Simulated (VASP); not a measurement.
A run of VASP 6.6.1:

INCAR

```
SYSTEM = Be
PREC = Accurate
ENCUT = 600
EDIFF = 1E-7
ISMEAR = 1
SIGMA = 0.02
LREAL = .False.
LASPH = .True.
NELM = 120
ALGO = Normal
ISIF = 8
LWAVE = .False.
LCHARG = .False.
GGA = PS
IBRION = 2
NSW = 80
EDIFFG = -0.03
GGA_COMPAT = .False.
NELMIN = 4
```

The input KPOINTS:

```
regular mesh
0
Gamma
  23 23 13
  0 0 0
```

The input POSCAR:

```
Be
1.0
    2.2853000000      0.0000000000      0.0000000000
   -1.1426500000      1.9791278600      0.0000000000
    0.0000000000      0.0000000000      3.5842000000
Be
2
Direct
    0.3333333325      0.6666666650      0.2500000000
    0.6666666675      0.3333333350      0.7500000000
```

Potentials or basis: VASP PAW PBE potentials, release 64 (Be).

Run with:

```console
$ cat potpaw_PBE.64/Be/POTCAR > POTCAR
$ mpirun -np 1 vasp_std > vasp.out
```

Hardware: 1 thread of AMD EPYC 7R13 (shared host).

Question: Estimate the wall time of this run.

Answer: Run time: 60 s on 1 thread of AMD EPYC 7R13 (shared host), peak memory 0.13 GiB. Counts: scf iterations 16, k points 392, ion steps 2.
